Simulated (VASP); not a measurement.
Runs of VASP 6.6.1 on B. The structure is that of space group Im-3m (No. 229), or close to it. The cells are those of the table. 

```tsv
task	cell	k mesh	cutoff (eV)	gap on the mesh (eV)	pressure (GPa)
single point	a = 3.884 Å, angles 109.5°, 3 atoms	6 × 6 × 6	520	none	(a)
relaxation of cell and atoms	relaxed from a = 3.089 Å, angles 109.5°, 3 atoms	18 × 18 × 18	600	none	-0.1
single point	a = 3.089 Å, angles 109.5°, 3 atoms	18 × 18 × 18	520	none	0.0
relaxation of cell and atoms	relaxed from a = 3.884 Å, angles 109.5°, 3 atoms	6 × 6 × 6	600	none	-0.7
single point	a = 3.089 Å, angles 109.5°, 3 atoms	6 × 6 × 6	520	none	-0.2
```

Alike in all rows: level PBE; potentials or basis VASP PAW PBE potentials, release 64 (B); no spin polarisation; smearing gaussian 0.1 eV.

Task: Fill in the values left out.

Result: (a) -35.7.

Caveats: some runs use coarse meshes; the relaxation stopped at its first step, so nothing moved (some runs).

A gap of «none» marks levels without a gap at the run's occupations.
